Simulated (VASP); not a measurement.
# W (a cell with a defect) in VASP: single point with PBE+D3(BJ)

Aim: the single point of W (a cell with a defect) with PBE+D3(BJ).

Everything below comes from runs of VASP 6.6.1. Logs are shortened: lines on timing, memory, paths and dates and some standing lists are left out, and cuts for length are marked.

## 1. The cell of the first run

The cell holds a defect, 15 atoms: a = 6.320 Å, b = 6.320 Å, c = 6.320 Å, α = 90.00°, β = 90.00°, γ = 90.00°.

## 2. Single point, PBE+D3(BJ)

File INCAR:

```
SYSTEM = W
ALGO     = Normal         ! electronic algorithm
EDIFF    = 1E-6           ! SCF threshold, eV
ENCUT    = 400            ! plane-wave cutoff, eV
GGA      = PE             ! functional
GGA_COMPAT= .False.      
ISIF     = 2              ! what is computed and relaxed
ISMEAR   = 0              ! smearing method
IVDW     = 12             ! dispersion correction
LASPH    = .True.         ! aspherical terms in the spheres
LCHARG   = .True.         ! write CHGCAR
LELF     = .True.         ! ELF
LREAL    = .False.        ! projectors in reciprocal space
LVHAR    = .True.       
LWAVE    = .False.        ! write WAVECAR
NBANDS   = 118            ! bands
NELM     = 120            ! most SCF steps
PREC     = Accurate       ! precision mode
SIGMA    = 0.05           ! smearing width, eV
```

File KPOINTS:

```
k-points
0
Gamma
  3 3 3
  0 0 0
```

File POSCAR:

```
W
1.0
    6.3200000000      0.0000000000      0.0000000000
    0.0000000000      6.3200000000      0.0000000000
    0.0000000000      0.0000000000      6.3200000000
W
15
Direct
   -0.0043318689      0.0026292099      0.0010593418
    0.5008855692      0.0025378286      0.0008769760
   -0.0042248258      0.4974895885      0.0008917989
   -0.0041918852      0.0025165263      0.4957730981
    0.2483200747      0.2500307863      0.2483340627
    0.5010056221      0.4972951969      0.0010320924
    0.5010018034      0.0027569726      0.4956683335
   -0.0043715711      0.4973133882      0.4956779067
    0.2483329200      0.7500138881      0.2483746814
    0.2483364346      0.2500020929      0.7483524830
    0.5009016083      0.4974082713      0.4958099429
    0.7483038429      0.7499999262      0.2483476561
    0.7483807955      0.2500283081      0.7484052212
    0.2482855624      0.7500326661      0.7483846331
    0.7483093179      0.7500290500      0.7483437720
```

Potentials or basis: VASP PAW PBE potentials, release 64 (W_sv).

On the command line:

```
cat potpaw_PBE.64/W_sv/POTCAR > POTCAR
mpirun -np 1 vasp_std > vasp.out
```

OUTCAR:

```text
SYSTEM = W
   EDIFF = 1E-6
   ENCUT = 400
   GGA = PE
   ISIF = 2
   ISMEAR = 0
   IVDW = 12
   LASPH = .True.
   LREAL = .False.
   NELM = 120
   PREC = Accurate
 IVDW          = 12

 ion  position               nearest neighbor table
   1  0.996  0.003  0.001-  12 2.73   5 2.73  13 2.73   9 2.75  15 2.75  10 2.75  14 2.77   4 3.13
                             2 3.13   3 3.13   3 3.19   2 3.19   4 3.19
   2  0.501  0.003  0.001-  12 2.73  13 2.73   5 2.73  15 2.75  10 2.75   9 2.75  14 2.76   6 3.13
                             1 3.13   7 3.13   7 3.19   1 3.19   6 3.19
   3  0.996  0.497  0.001-  13 2.73  12 2.73   5 2.73  15 2.75   9 2.75  10 2.75  14 2.76   6 3.13
                             8 3.13   1 3.13   1 3.19   8 3.19   6 3.19
   4  0.996  0.003  0.496-  12 2.73   5 2.73  13 2.73   9 2.75  15 2.75  10 2.75  14 2.76   1 3.13
                             8 3.13   7 3.13   7 3.19   8 3.19   1 3.19
   5  0.248  0.250  0.248-   6 2.73   7 2.73   8 2.73   1 2.73  11 2.73   3 2.73   4 2.73   2 2.73
                            10 3.16   9 3.16   9 3.16  10 3.16
   6  0.501  0.497  0.001-   5 2.73  13 2.73  12 2.73  10 2.75  15 2.75   9 2.75  14 2.77   2 3.13
                             3 3.13  11 3.13  11 3.19   3 3.19   2 3.19
   7  0.501  0.003  0.496-   5 2.73  12 2.73  13 2.73  10 2.75   9 2.75  15 2.75  14 2.77  11 3.13
                             2 3.13   4 3.13   4 3.19   2 3.19  11 3.19
   8  0.996  0.497  0.496-  13 2.73   5 2.73  12 2.73  10 2.75  15 2.75   9 2.75  14 2.77  11 3.13
                             3 3.13   4 3.13   4 3.19   3 3.19  11 3.19
   9  0.248  0.750  0.248-   4 2.75   3 2.75   2 2.75   1 2.75  11 2.75   7 2.75   8 2.75   6 2.75
                            12 3.16   5 3.16  14 3.16  14 3.16   5 3.16  12 3.16
  10  0.248  0.250  0.748-  11 2.75   2 2.75   3 2.75   4 2.75   7 2.75   6 2.75   8 2.75   1 2.75
                            13 3.16  14 3.16   5 3.16   5 3.16  14 3.16  13 3.16
  11  0.501  0.497  0.496-   5 2.73  13 2.73  12 2.73  10 2.75  15 2.75   9 2.75  14 2.77   7 3.13
                             8 3.13   6 3.13   6 3.19   8 3.19   7 3.19
  12  0.748  0.750  0.248-   1 2.73   6 2.73   8 2.73   7 2.73   2 2.73   3 2.73   4 2.73  11 2.73
                             9 3.16  15 3.16  15 3.16   9 3.16
  13  0.748  0.250  0.748-   8 2.73   6 2.73   3 2.73   1 2.73   7 2.73  11 2.73   2 2.73   4 2.73
                            10 3.16  15 3.16  15 3.16  10 3.16
  14  0.248  0.750  0.748-   3 2.76   4 2.76   2 2.76  11 2.77   1 2.77   8 2.77   6 2.77   7 2.77
                            10 3.16  15 3.16   9 3.16   9 3.16  15 3.16  10 3.16
  15  0.748  0.750  0.748-   2 2.75   3 2.75   4 2.75  11 2.75   1 2.75   8 2.75   7 2.75   6 2.75
                            14 3.16  12 3.16  13 3.16  13 3.16  12 3.16  14 3.16

  LATTYP: Found a simple cubic cell.
 ALAT       =     6.3200000000

  Lattice vectors:

 A1 = (   6.3200000000,   0.0000000000,   0.0000000000)
 A2 = (   0.0000000000,   6.3200000000,   0.0000000000)
 A3 = (   0.0000000000,   0.0000000000,   6.3200000000)

Analysis of symmetry for initial positions (statically):
=====================================================================
 Subroutine PRICEL returns:
 Original cell was already a primitive cell.

 Routine SETGRP: Setting up the symmetry group for a
 simple cubic supercell.

 Subroutine GETGRP returns: Found  1 space group operations
 (whereof  1 operations were pure point group operations)
 out of a pool of 48 trial point group operations.

The static configuration has the point symmetry C_1 .

Analysis of symmetry for dynamics (positions and initial velocities):
=====================================================================
 Subroutine PRICEL returns:
 Original cell was already a primitive cell.

 Routine SETGRP: Setting up the symmetry group for a
 simple cubic supercell.

 Subroutine GETGRP returns: Found  1 space group operations
 (whereof  1 operations were pure point group operations)
 out of a pool of 48 trial point group operations.

The dynamic configuration has the point symmetry C_1 .

 Subroutine INISYM returns: Found  1 space group operations
 (whereof  1 operations are pure point group operations),
 and found     1 'primitive' translations

----------------------------------------------------------------------------------------

                                     Primitive cell

  volume of cell :     252.4360

  direct lattice vectors                    reciprocal lattice vectors
     6.320000000  0.000000000  0.000000000     0.158227848  0.000000000  0.000000000
[... 72 lines left out ...]
  0.000000  0.000000  0.333333      2.000000
  0.333333  0.333333  0.000000      2.000000
  0.000000  0.333333  0.333333      2.000000
  0.333333  0.000000  0.333333      2.000000
 -0.333333  0.333333  0.000000      2.000000
 -0.333333  0.000000  0.333333      2.000000
  0.000000 -0.333333  0.333333      2.000000
  0.333333  0.333333  0.333333      2.000000
 -0.333333  0.333333  0.333333      2.000000
 -0.333333 -0.333333  0.333333      2.000000
  0.333333 -0.333333  0.333333      2.000000
   k-points           NKPTS =     14   k-points in BZ     NKDIM =     14   number of bands    NBANDS=    118
   number of dos      NEDOS =    301   number of ions     NIONS =     15
   total plane-waves  NPLWV =  74088
   dimension x,y,z NGX =    42 NGY =   42 NGZ =   42
   dimension x,y,z NGXF=    84 NGYF=   84 NGZF=   84
   ions per type =              15
   NGX,Y,Z   is equivalent  to a cutoff of  11.05, 11.05, 11.05 a.u.
   NGXF,Y,Z  is equivalent  to a cutoff of  22.10, 22.10, 22.10 a.u.
 SYSTEM =  W
   PREC   = accura    normal or accurate (medium, high low for compatibility)
   ISTART =      0    job   : 0-new  1-cont  2-samecut
   ICHARG =      2    charge: 1-file 2-atom 10-const
   ISPIN  =      1    spin polarized calculation?
   LNONCOLLINEAR =      F non collinear calculations
   LSORBIT =      F    spin-orbit coupling
   LASPH  =      T    aspherical Exc in radial PAW
   ENCUT  =  400.0 eV  29.40 Ry    5.42 a.u.  10.31 10.31 10.31*2*pi/ulx,y,z
   NELM   =    120;   NELMIN=  2; NELMDL= -5     # of ELM steps
   EDIFF  = 0.1E-05   stopping-criterion for ELM
   LREAL  =      F    real-space projection
   EDIFFG = 0.1E-04   stopping-criterion for IOM
   NSW    =      0    number of steps for IOM
   IBRION =     -1    ionic relax: 0-MD 1-quasi-New 2-CG
   NFREE  =      0    steps in history (QN), initial steepest desc. (CG)
   ISIF   =      2    stress and relaxation
   ISYM   =      2    0-nonsym 1-usesym 2-fastsym
   POTIM  = 0.5000    time-step for ionic-motion
   TEBEG  =    0.0;   TEEND  =   0.0 temperature during run
   PSTRESS=    0.0 pullay stress
   NELECT =     210.0000    total number of electrons
   NUPDOWN=      -1.0000    fix difference up-down
   EMIN   =  10.00;   EMAX   =-10.00  energy-range for DOS
   EFERMI =   0.00;   METHOD = LEGACY
   ISMEAR =     0;   SIGMA  =   0.05  broadening in eV -4-tet -1-fermi 0-gaus
   EFERMI_NEDOS =   21; number of points for ismear=-14 and -15
   IALGO  =     38    algorithm
   IMIX   =      4    mixing-type and parameters
     AMIX     =   0.40;   BMIX     =  1.00
     AMIX_MAG =   1.60;   BMIX_MAG =  1.00
  volume/ion in A,a.u.               =      16.83       113.57
  Fermi-wavevector in a.u.,A,eV,Ry     =   1.539681  2.909576 32.254225  2.370619
  Thomas-Fermi vector in A             =   2.645875
   LORBIT       =      0    0 simple, 1 ext, 2 COOP (PROOUT), +10 PAW based schemes
   GGA     = PE    functional components
   LHFCALC =     F    Hartree Fock is set to
   AEXX    =    0.0000 exact exchange contribution
   IVDW    =    12    specifies the selected vdW correction
   LEPSILON=     F    determine dielectric tensor
   LRPA    =     F    only Hartree local field effects (RPA)
 non-spin polarized calculation
 Gauss-broadening in eV      SIGMA  =   0.05
  energy-cutoff  :      400.00
  volume of cell :      252.44
 maximum number of plane-waves:      4625
 NGX is ok and might be reduce to    42
   NGX = 21   NGY = 21   NGZ = 21

 number of electron     209.9999964 magnetization

 Free energy of the ion-electron system (eV)
  ---------------------------------------------------
  ext. energy  EPLUGINS =         0.00000000
  ---------------------------------------------------
  free energy    TOTEN  =      -190.81464418 eV

  energy without entropy =     -190.79617606  energy(sigma->0) =     -190.80541012

 E-fermi :  10.2461     XC(G=0): -13.2210

 val. band max:       10.1850049685   @ k =   0.0000   0.0000   0.0000
 cond. band min:      10.2570848193   @ k =   0.3333   0.3333   0.0000
 fundamental gap:      0.0720798508
 Fermi energy:        10.2460711002

 k-point     1 :       0.0000    0.0000    0.0000
  band No.  band energies     occupation
      1     -63.6473      2.00000
      2     -63.5749      2.00000
      3     -63.5748      2.00000
      4     -63.5748      2.00000
      5     -63.5656      2.00000
      6     -63.5655      2.00000
[... 1669 lines left out ...]
    116      12.6375      0.00000
    117      12.6505      0.00000
 [bands above 117 left out]

------------------------ aborting loop because EDIFF is reached ----------------------------------------

 Edisp (eV)   -9.80584

 E8    (eV) :    -5.0261

  FORCE on cell =-STRESS in cart. coord.  units (eV):
  Direction    XX          YY          ZZ          XY          YZ          ZX
  --------------------------------------------------------------------------------------
  -------------------------------------------------------------------------------------
  Total     -10.30483   -10.30485   -10.30493     0.00122    -0.00087     0.00104
  in kB     -65.40337   -65.40353   -65.40404     0.00771    -0.00551     0.00663
  external pressure =      -65.40 kB  Pullay stress =        0.00 kB

 VOLUME and BASIS-vectors are now :
 -----------------------------------------------------------------------------
  energy-cutoff  :      400.00
  volume of cell :      252.44
      direct lattice vectors                 reciprocal lattice vectors
     6.320000000  0.000000000  0.000000000     0.158227848  0.000000000  0.000000000
     0.000000000  6.320000000  0.000000000     0.000000000  0.158227848  0.000000000
     0.000000000  0.000000000  6.320000000     0.000000000  0.000000000  0.158227848

 POSITION                                       TOTAL-FORCE (eV/Angst)
 -----------------------------------------------------------------------------------
      6.29262      0.01662      0.00670        -0.004208      0.007885      0.000872
      3.16560      0.01604      0.00554         0.003772      0.005554      0.006345
      6.29330      3.14413      0.00564        -0.003877     -0.007437      0.006132
      6.29351      0.01590      3.13329        -0.007016      0.007919     -0.001392
      1.56938      1.58019      1.56947         0.000712     -0.001875      0.001138
      3.16636      3.14291      0.00652         0.001901      0.001119      0.002032
      3.16633      0.01742      3.13262         0.003332     -0.003898     -0.001199
      6.29237      3.14302      3.13268        -0.000141     -0.001041     -0.002387
      1.56946      4.74009      1.56973         0.000565     -0.001480      0.000100
      1.56949      1.58001      4.72959        -0.000147      0.001086      0.000028
      3.16570      3.14362      3.13352         0.001620      0.001156     -0.003527
      4.72928      4.74000      1.56956         0.001331     -0.000509      0.001176
      4.72977      1.58018      4.72992        -0.003467     -0.002997     -0.004229
      1.56916      4.74021      4.72979         0.005954     -0.004081     -0.004867
      4.72931      4.74018      4.72953        -0.000330     -0.001402     -0.000223
 -----------------------------------------------------------------------------------
    total drift:                                0.000194      0.000028      0.000193

  FREE ENERGIE OF THE ION-ELECTRON SYSTEM (eV)
  ---------------------------------------------------
  free  energy   TOTEN  =      -200.6204796851 eV

  energy  without entropy=     -200.6020115685  energy(sigma->0) =     -200.61124563
```

Wall time 3.8 min (1 thread of Intel Xeon 6975P-C (Granite Rapids), shared host); peak memory 0.35 GiB.

Results:

```
Free energy                : -200.6205 eV
Pressure                   : -6.5 GPa
Largest force              : 0.011 eV/Å
Band gap on the k mesh     : zero (band 105 reaches 10.27 eV, above the bottom of band 106 at 10.26 eV)
Dispersion energy per atom : -0.654 eV
```

Forces on the atoms (eV/Å):
```
W   -0.004  0.008  0.001
W    0.004  0.006  0.006
W   -0.004 -0.007  0.006
W   -0.007  0.008 -0.001
W    0.001 -0.002  0.001
W    0.002  0.001  0.002
W    0.003 -0.004 -0.001
W    0.000 -0.001 -0.002
W    0.001 -0.001  0.000
W    0.000  0.001  0.000
W    0.002  0.001 -0.004
W    0.001 -0.001  0.001
W   -0.003 -0.003 -0.004
W    0.006 -0.004 -0.005
W    0.000 -0.001  0.000
```

Levels at points of the mesh, in eV from the Fermi level:
```tsv
k point	band 102	band 103	band 104	band 105	band 106	band 107	band 108	band 109
(0.00, 0.00, 0.00)	-0.15	-0.06	-0.06	-0.06	1.06	1.06	1.06	1.13
```

Caveat: spin-orbit coupling is left out, which moves the levels of the heavy elements.
